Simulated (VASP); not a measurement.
HfSi3: single point with PBE

HfSi3:

```
Hf Si
1.0
     3.97405    0.00000    0.00000
     0.00000    3.97405    0.00000
     0.00000    0.00000    3.97405
Hf Si
1 3
Direct
  0.00000 0.00000 0.00000
  0.00000 0.50000 0.50000
  0.50000 0.00000 0.50000
  0.50000 0.50000 0.00000
```

- Program: VASP 6.6.1
- Task: single point
- Functional: PBE
- Potentials or basis: VASP PAW PBE potentials, release 64 (Hf_pv, Si)
- Cutoff: 520 eV
- k mesh: 12 × 12 × 12
- Occupations: gaussian, width 0.1 eV
- Spin: no spin polarisation

The pressure is -0.2 GPa and the band gap on the k mesh is zero (band 11 reaches 10.05 eV, above the bottom of band 12 at 8.15 eV).

Levels at points of the mesh, in eV from the Fermi level:
```csv
k point,band 8,band 9,band 10,band 11,band 12,band 13,band 14,band 15
"(0.00, 0.00, 0.00)",-4.20,-4.20,-0.16,-0.04,-0.04,-0.04,2.12,2.12
"(0.50, 0.00, 0.00)",-3.92,-3.63,-1.13,-1.13,-0.24,0.29,0.49,2.85
"(0.50, 0.50, 0.00)",-3.05,-3.05,-1.11,-0.96,0.70,0.70,0.93,1.68
"(0.50, 0.50, 0.50)",-5.03,-5.03,-5.03,-1.00,2.17,2.17,3.98,3.98
```

It took 99 s on 1 thread of AMD EPYC 7R13 Processor (Zen 3), on a shared host, peak memory 0.2 GiB.

Caveat: spin-orbit coupling is left out, which moves the levels of the heavy elements.
